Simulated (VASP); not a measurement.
# Tl (P6_3/mmc) in VASP: a series of runs

The runs below take Tl through single point, with PBEsol.

Everything below comes from runs of VASP 6.6.1. Logs are shortened: lines on timing, memory, paths and dates and some standing lists are left out, and cuts for length are marked.

## (1) The cell of the first run

The structure is hexagonal, space group P6_3/mmc (No. 194). The conventional cell has a = 3.456 Å, b = 3.456 Å, c = 5.525 Å, α = 90.00°, β = 90.00°, γ = 120.00°. Tl (site symmetry -6m2) has 12 Tl at 3.41 to 3.46 Å within 4.5 Å.

## (2) Single point, PBEsol

The input, INCAR:

```
PREC = Accurate
ENCUT = 520
EDIFF = 1E-6
ISMEAR = -1
SIGMA = 0.05
LREAL = F
LASPH = T
NELM = 100
ALGO = Fast
ISIF = 2
LWAVE = F
LCHARG = T
GGA = PS
LELF = T
LVHAR = T
NBANDS = 20
```

The input, KPOINTS:

```
regular mesh
0
Gamma
  7 7 4
```

The input, POSCAR:

```
Tl
1.0
    3.4560000000      0.0000000000      0.0000000000
   -1.7280000000      2.9929837955      0.0000000000
    0.0000000000      0.0000000000      5.5250000000
Tl
2
Direct
    0.6666666667      0.3333333333      0.7500000000
    0.3333333333      0.6666666667      0.2500000000
```

Potentials or basis: VASP PAW PBE potentials, release 64 (Tl_d).

Run with:

```console
> cat potpaw_PBE.64/Tl_d/POTCAR > POTCAR
> mpirun -np 1 vasp_std > vasp.out
```

OUTCAR:

```text
PREC = Accurate
   ENCUT = 520
   EDIFF = 1E-6
   ISMEAR = -1
   LREAL = F
   LASPH = T
   NELM = 100
   ISIF = 2
   GGA = PS

 ion  position               nearest neighbor table
   1  0.667  0.333  0.750-   2 3.41   2 3.41   2 3.41   2 3.41   2 3.41   2 3.41
   2  0.333  0.667  0.250-   1 3.41   1 3.41   1 3.41   1 3.41   1 3.41   1 3.41

  LATTYP: Found a hexagonal cell.
 ALAT       =     3.4560000000
 C/A-ratio  =     1.5986689815

  Lattice vectors:

 A1 = (   3.4560000000,   0.0000000000,   0.0000000000)
 A2 = (  -1.7280000000,   2.9929837955,   0.0000000000)
 A3 = (   0.0000000000,   0.0000000000,   5.5250000000)

Analysis of symmetry for initial positions (statically):
=====================================================================
 Subroutine PRICEL returns:
 Original cell was already a primitive cell.

 Routine SETGRP: Setting up the symmetry group for a
 hexagonal supercell.

 Subroutine GETGRP returns: Found 24 space group operations
 (whereof 12 operations were pure point group operations)
 out of a pool of 24 trial point group operations.

The static configuration has the point symmetry D_3d.
 The point group associated with its full space group is D_6h.

Analysis of symmetry for dynamics (positions and initial velocities):
=====================================================================
 Subroutine PRICEL returns:
 Original cell was already a primitive cell.

 Routine SETGRP: Setting up the symmetry group for a
 hexagonal supercell.

 Subroutine GETGRP returns: Found 24 space group operations
 (whereof 12 operations were pure point group operations)
 out of a pool of 24 trial point group operations.

The dynamic configuration has the point symmetry D_3d.
 The point group associated with its full space group is D_6h.

 Subroutine INISYM returns: Found 24 space group operations
 (whereof 12 operations are pure point group operations),
 and found     1 'primitive' translations

----------------------------------------------------------------------------------------

                                     Primitive cell

  volume of cell :      57.1492

  direct lattice vectors                    reciprocal lattice vectors
     3.456000000  0.000000000  0.000000000     0.289351852  0.167057370  0.000000000
    -1.728000000  2.992983795  0.000000000     0.000000000  0.334114739  0.000000000
     0.000000000  0.000000000  5.525000000     0.000000000  0.000000000  0.180995475

  length of vectors
     3.456000000  3.456000000  5.525000000     0.334114739  0.334114739  0.180995475

  position of ions in fractional coordinates (direct lattice)
     0.666666667  0.333333333  0.750000000
     0.333333333  0.666666667  0.250000000

  ion indices of the primitive-cell ions
   primitive index   ion index
                 1           1
                 2           2

----------------------------------------------------------------------------------------

 KPOINTS: regular mesh

Automatic generation of k-mesh.
 Grid dimensions read from file:
 generate k-points for:    7    7    4

 Generating k-lattice:

  Cartesian coordinates                     Fractional coordinates (reciprocal lattice)
     0.041335979  0.023865339  0.000000000     0.142857143 -0.000000000  0.000000000
     0.000000000  0.047730677  0.000000000     0.000000000  0.142857143  0.000000000
     0.000000000  0.000000000  0.045248869     0.000000000  0.000000000  0.250000000

  Length of vectors
     0.047730677  0.047730677  0.045248869

  Shift w.r.t. Gamma in fractional coordinates (k-lattice)
     0.000000000  0.000000000  0.000000000

 Subroutine IBZKPT returns following result:
 ===========================================

 Found     24 irreducible k-points:

 Following reciprocal coordinates:
            Coordinates               Weight
  0.000000  0.000000  0.000000      1.000000
  0.142857  0.000000  0.000000      6.000000
  0.285714  0.000000  0.000000      6.000000
  0.428571  0.000000  0.000000      6.000000
  0.142857  0.142857  0.000000      6.000000
  0.285714  0.142857  0.000000     12.000000
[... 16 lines left out ...]
  0.428571  0.142857  0.500000      6.000000
  0.285714  0.285714  0.500000      6.000000
   k-points           NKPTS =     24   k-points in BZ     NKDIM =     24   number of bands    NBANDS=     20
   number of dos      NEDOS =    301   number of ions     NIONS =      2
   total plane-waves  NPLWV =  32928
   dimension x,y,z NGX =    28 NGY =   28 NGZ =   42
   dimension x,y,z NGXF=    56 NGYF=   56 NGZF=   84
   ions per type =               2
   NGX,Y,Z   is equivalent  to a cutoff of  13.47, 13.47, 12.64 a.u.
   NGXF,Y,Z  is equivalent  to a cutoff of  26.94, 26.94, 25.28 a.u.
 SYSTEM =  unknown system
   PREC   = accura    normal or accurate (medium, high low for compatibility)
   ISTART =      0    job   : 0-new  1-cont  2-samecut
   ICHARG =      2    charge: 1-file 2-atom 10-const
   ISPIN  =      1    spin polarized calculation?
   LNONCOLLINEAR =      F non collinear calculations
   LSORBIT =      F    spin-orbit coupling
   LASPH  =      T    aspherical Exc in radial PAW
   ENCUT  =  520.0 eV  38.22 Ry    6.18 a.u.   6.43  6.43 10.27*2*pi/ulx,y,z
   NELM   =    100;   NELMIN=  2; NELMDL= -5     # of ELM steps
   EDIFF  = 0.1E-05   stopping-criterion for ELM
   LREAL  =      F    real-space projection
   EDIFFG = 0.1E-04   stopping-criterion for IOM
   NSW    =      0    number of steps for IOM
   IBRION =     -1    ionic relax: 0-MD 1-quasi-New 2-CG
   NFREE  =      0    steps in history (QN), initial steepest desc. (CG)
   ISIF   =      2    stress and relaxation
   ISYM   =      2    0-nonsym 1-usesym 2-fastsym
   POTIM  = 0.5000    time-step for ionic-motion
   TEBEG  =    0.0;   TEEND  =   0.0 temperature during run
   PSTRESS=    0.0 pullay stress
   NELECT =      26.0000    total number of electrons
   NUPDOWN=      -1.0000    fix difference up-down
   EMIN   =  10.00;   EMAX   =-10.00  energy-range for DOS
   EFERMI =   0.00;   METHOD = LEGACY
   ISMEAR =    -1;   SIGMA  =   0.05  broadening in eV -4-tet -1-fermi 0-gaus
   EFERMI_NEDOS =   21; number of points for ismear=-14 and -15
   IALGO  =     68    algorithm
   IMIX   =      4    mixing-type and parameters
     AMIX     =   0.40;   BMIX     =  1.00
     AMIX_MAG =   1.60;   BMIX_MAG =  1.00
  volume/ion in A,a.u.               =      28.57       192.83
  Fermi-wavevector in a.u.,A,eV,Ry     =   1.259107  2.379366 21.569987  1.585349
  Thomas-Fermi vector in A             =   2.392683
   LORBIT       =      0    0 simple, 1 ext, 2 COOP (PROOUT), +10 PAW based schemes
   GGA     = PS    functional components
   LHFCALC =     F    Hartree Fock is set to
   AEXX    =    0.0000 exact exchange contribution
   IVDW    =     0    specifies the selected vdW correction
   LEPSILON=     F    determine dielectric tensor
   LRPA    =     F    only Hartree local field effects (RPA)
 non-spin polarized calculation
 RMM-DIIS sequential band-by-band and
  energy-cutoff  :      520.00
  volume of cell :       57.15
 maximum number of plane-waves:      1557
 NGX is ok and might be reduce to    28
   NGX = 13   NGY = 13   NGZ = 21

 number of electron      26.0000004 magnetization

 Free energy of the ion-electron system (eV)
  ---------------------------------------------------
  ext. energy  EPLUGINS =         0.00000000
  ---------------------------------------------------
  free energy    TOTEN  =        -5.19753612 eV

  energy without entropy =       -5.18235918  energy(sigma->0) =       -5.18994765

 E-fermi :   6.4028     XC(G=0): -10.3714

 val. band max:        6.2470659676   @ k =   0.1429   0.0000   0.2500
 cond. band min:       6.4207905275   @ k =   0.4286   0.0000   0.2500
 fundamental gap:      0.1737245599
 Fermi energy:         6.4027844672

 k-point     1 :       0.0000    0.0000    0.0000
  band No.  band energies     occupation
      1      -5.3651      2.00000
      2      -5.1351      2.00000
      3      -5.0926      2.00000
      4      -5.0926      2.00000
      5      -5.0384      2.00000
      6      -5.0384      2.00000
[... 12 lines left out ...]
     19      17.1952      0.00000
     20      17.2993      0.00000

 k-point     2 :       0.1429    0.0000    0.0000
  band No.  band energies     occupation
      1      -5.3149      2.00000
      2      -5.1691      2.00000
      3      -5.0582      2.00000
      4      -5.0451      2.00000
      5      -5.0313      2.00000
      6      -5.0159      2.00000
[... 12 lines left out ...]
     19      16.8689      0.00000
     20      18.3711      0.00000

 k-point     3 :       0.2857    0.0000    0.0000
  band No.  band energies     occupation
      1      -5.3760      2.00000
      2      -5.1855      2.00000
      3      -5.1656      2.00000
      4      -5.1052      2.00000
      5      -5.0280      2.00000
      6      -4.8594      2.00000
[... 12 lines left out ...]
     19      15.7325      0.00000
     20      17.0473      0.00000

 k-point     4 :       0.4286    0.0000    0.0000
  band No.  band energies     occupation
      1      -5.4602      2.00000
      2      -5.3126      2.00000
      3      -5.2272      2.00000
      4      -5.1581      2.00000
      5      -4.9428      2.00000
      6      -4.9306      2.00000
[... 12 lines left out ...]
     19      14.7530      0.00000
     20      16.2556      0.00000

 k-point     5 :       0.1429    0.1429    0.0000
  band No.  band energies     occupation
      1      -5.2602      2.00000
      2      -5.2240      2.00000
      3      -5.1386      2.00000
      4      -5.0914      2.00000
      5      -5.0146      2.00000
      6      -4.9584      2.00000
[... 12 lines left out ...]
     19      16.3526      0.00000
     20      17.3184      0.00000

 k-point     6 :       0.2857    0.1429    0.0000
  band No.  band energies     occupation
      1      -5.3356      2.00000
      2      -5.2860      2.00000
      3      -5.1687      2.00000
      4      -5.1308      2.00000
      5      -4.9697      2.00000
      6      -4.9153      2.00000
[... 12 lines left out ...]
     19      15.0006      0.00000
     20      17.0921      0.00000

 k-point     7 :       0.4286    0.1429    0.0000
  band No.  band energies     occupation
      1      -5.3779      2.00000
      2      -5.3526      2.00000
      3      -5.1650      2.00000
      4      -5.1387      2.00000
      5      -4.9595      2.00000
      6      -4.9222      2.00000
[... 12 lines left out ...]
     19      14.6190      0.00000
     20      16.8638      0.00000
[... 277 lines left out ...]
 k-point    20 :       0.4286    0.0000    0.5000
  band No.  band energies     occupation
      1      -5.3454      2.00000
      2      -5.3454      2.00000
      3      -5.2863      2.00000
      4      -5.2863      2.00000
      5      -4.9041      2.00000
      6      -4.9041      2.00000
[... 12 lines left out ...]
     19      15.1117      0.00000
     20      15.1117      0.00000

 k-point    21 :       0.1429    0.1429    0.5000
  band No.  band energies     occupation
      1      -5.2500      2.00000
      2      -5.2500      2.00000
      3      -5.1022      2.00000
      4      -5.1022      2.00000
      5      -4.9934      2.00000
      6      -4.9934      2.00000
[... 12 lines left out ...]
     19      17.6251      0.00000
     20      17.6251      0.00000

 k-point    22 :       0.2857    0.1429    0.5000
  band No.  band energies     occupation
      1      -5.3069      2.00000
      2      -5.3069      2.00000
      3      -5.1613      2.00000
      4      -5.1613      2.00000
      5      -4.9360      2.00000
      6      -4.9360      2.00000
[... 12 lines left out ...]
     19      17.5544      0.00000
     20      17.5545      0.00000

 k-point    23 :       0.4286    0.1429    0.5000
  band No.  band energies     occupation
      1      -5.3262      2.00000
      2      -5.3262      2.00000
      3      -5.2160      2.00000
      4      -5.2160      2.00000
      5      -4.9450      2.00000
      6      -4.9450      2.00000
[... 12 lines left out ...]
     19      16.7890      0.00000
     20      16.7893      0.00000

 k-point    24 :       0.2857    0.2857    0.5000
  band No.  band energies     occupation
      1      -5.2987      2.00000
      2      -5.2987      2.00000
      3      -5.0644      2.00000
      4      -5.0644      2.00000
      5      -4.9663      2.00000
      6      -4.9663      2.00000
[... 12 lines left out ...]
     19      17.5546      0.00000
     20      17.5548      0.00000

------------------------ aborting loop because EDIFF is reached ----------------------------------------

  FORCE on cell =-STRESS in cart. coord.  units (eV):
  Direction    XX          YY          ZZ          XY          YZ          ZX
  --------------------------------------------------------------------------------------
  -------------------------------------------------------------------------------------
  Total       -0.1334238     -0.1334238      0.3075343     -0.0000000      0.0000000      0.0000000
  in kB       -3.7405328     -3.7405328      8.6217181     -0.0000000      0.0000000      0.0000000
  external PRESSURE =       0.3802175 kB  Pullay stress =       0.0000000 kB

 VOLUME and BASIS-vectors are now :
 -----------------------------------------------------------------------------
  energy-cutoff  :      520.00
  volume of cell :       57.15
      direct lattice vectors                 reciprocal lattice vectors
     3.456000000  0.000000000  0.000000000     0.289351852  0.167057370  0.000000000
    -1.728000000  2.992983795  0.000000000     0.000000000  0.334114739  0.000000000
     0.000000000  0.000000000  5.525000000     0.000000000  0.000000000  0.180995475

 POSITION                                       TOTAL-FORCE (eV/Angst)
 -----------------------------------------------------------------------------------
      1.72800      0.99766      4.14375         0.000000      0.000000      0.000000
     -0.00000      1.99532      1.38125        -0.000000     -0.000000      0.000000
 -----------------------------------------------------------------------------------
    total drift:                               -0.000000      0.000000     -0.000000

  FREE ENERGIE OF THE ION-ELECTRON SYSTEM (eV)
  ---------------------------------------------------
  free  energy   TOTEN  =        -5.1975361237 eV

  energy  without entropy=       -5.1823591809  energy(sigma->0) =       -5.18994765
```

Run time: 20 s. Hardware: 1 thread of Intel Xeon Platinum 8488C (Sapphire Rapids), shared host; peak memory 0.18 GiB.

What came out:

```
Free energy            : -5.1975 eV
Pressure               : 0.0 GPa
Band gap on the k mesh : zero (bands 13 and 14 overlap by 5.43 eV)
```

Caveat: the PAW data sets were made with another functional, which shifts forces and pressure a little; spin-orbit coupling is left out, which moves the levels of the heavy elements.

## (3) Single point, PBEsol

This run uses another cell than the first one, of 20.52 Å³/atom.

The input, INCAR:

```
PREC = Accurate
ENCUT = 520
EDIFF = 1E-6
ISMEAR = -1
SIGMA = 0.05
LREAL = False
LASPH = True
NELM = 100
ALGO = Normal
ISIF = 2
LWAVE = False
LCHARG = False
GGA = PS
NBANDS = 20
```

The input, KPOINTS:

```
Automatic mesh
0
Gamma
  9 9 5
```

The input, POSCAR:

```
Tl
1.0
    3.0417212821      0.0000000000      0.0000000000
   -1.5208606410      2.6342079015      0.0000000000
    0.0000000000      0.0000000000      5.1212691257
Tl
2
Direct
    0.6666666667      0.3333333333      0.7500000000
    0.3333333333      0.6666666667      0.2500000000
```

Potentials or basis: VASP PAW PBE potentials, release 64 (Tl_d).

Run with:

```console
> cat potpaw_PBE.64/Tl_d/POTCAR > POTCAR
> mpirun -np 1 vasp_std > vasp.out
```

Wall time 13 s (1 thread of Intel Xeon Platinum 8488C (Sapphire Rapids), shared host); peak memory 0.17 GiB.

Results (log left out):

```
Free energy            : -4.1829 eV
Pressure               : 30.0 GPa
Band gap on the k mesh : zero (bands 13 and 14 overlap by 4.89 eV)
```

Levels at points of the mesh, in eV from the Fermi level:
| k point | band 9 | band 10 | band 11 | band 12 | band 13 | band 14 | band 15 | band 16 | band 17 | band 18 |
| --- | --- | --- | --- | --- | --- | --- | --- | --- | --- | --- |
| (0.00, 0.00, 0.00) | -11.96 | -11.36 | -11.36 | -5.61 | -4.89 | 10.85 | 11.08 | 11.08 | 11.23 | 12.34 |

Caveat: the cell stands under pressure; the PAW data sets were made with another functional, which shifts forces and pressure a little; spin-orbit coupling is left out, which moves the levels of the heavy elements.

(Continued in part 2 of 2.)

The gap in the log of VASP goes by the Fermi energy; the results here count the filled bands.